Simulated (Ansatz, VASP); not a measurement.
## Al3B2N in VASP and in Ansatz

Contents of INCAR:

```
ALGO = Normal
EDIFF = 1E-6
EDIFFG = -0.01
ENCUT = 600
GGA = PE
IBRION = 2
ISIF = 3
ISMEAR = 0
LASPH = T
LCHARG = F
LREAL = F
LWAVE = F
NELM = 60
NSW = 100
PREC = Accurate
SIGMA = 0.1
```

File KPOINTS:

```
k-points
0
Gamma
  12 12 12
```

Contents of POSCAR:

```
Al3B2N
1.0
    2.7311336773      1.5768207638      2.4918987891
   -2.7311336773      1.5768207638      2.4918987891
    0.0000000000     -3.1536415276      2.4918987891
Al B N
3 2 1
Direct
    0.0000000000      0.5000000000      0.0000000000
    0.5000000000      0.0000000000      0.0000000000
    0.0000000000      0.0000000000      0.5000000000
    0.6095205079      0.6095205079      0.6095205079
    0.3904794921      0.3904794921      0.3904794921
    0.0000000000      0.0000000000      0.0000000000
```

Input for Ansatz:

```yaml
crystal:
  lattice:
    - [2.7311336773, 1.5768207638, 2.4918987891]
    - [-2.7311336773, 1.5768207638, 2.4918987891]
    - [0.0, -3.1536415276, 2.4918987891]
  atoms:
    - { symbol: Al, position: [0.0, 0.5, 0.0] }
    - { symbol: Al, position: [0.5, 0.0, 0.0] }
    - { symbol: Al, position: [0.0, 0.0, 0.5] }
    - { symbol: B, position: [0.6095205079, 0.6095205079, 0.6095205079] }
    - { symbol: B, position: [0.3904794921, 0.3904794921, 0.3904794921] }
    - { symbol: "N", position: [0.0, 0.0, 0.0] }
basis:
  ecutwfc: 420
kpoints:
  mp_grid: { grid: [12, 12, 12] }
hamiltonian:
  xc: pbe
scf:
  occupations: { method: gaussian, width: 0.1 }
output:
  forces: true
  stress: true
  eigenvalues: true
  write_density: true
  write_potential: true
  elf: true
  volumetric_format: npy
relax:
  adjacent_minimum: "off"
  f_tol: 0.01
  max_steps: 80
  cell: { stress_tol: 0.05 }
```

Change from the starting cell: species swapped into the Tb2Al3Fe type (R-3m, No. 166).

Alike in both runs: task relaxation of cell and atoms; functional PBE; k mesh 12 × 12 × 12; occupations gaussian, width 0.1 eV; no spin polarisation.

|  | VASP | Ansatz |
| --- | --- | --- |
| version | VASP 6.6.1 | Ansatz 0.2.0 |
| potentials or method | VASP PAW PBE potentials, release 64 (Al, B, N), cutoff 600 eV | scalar-relativistic, plane waves, PAW |
| valence electrons in the cell | 20 | 20 |

```csv
,VASP,Ansatz,Ansatz less VASP
"gap on the k mesh at the Fermi level, each at its own relaxed structure (eV)",none,none,-
relaxed volume (Å³/atom),10.70,10.71,+0.013
relaxed length of the cell vector where the two differ most in proportion (Å),4.016,4.017,+0.0015
```

A gap of «none» marks a metal or a gap that the smearing closes.
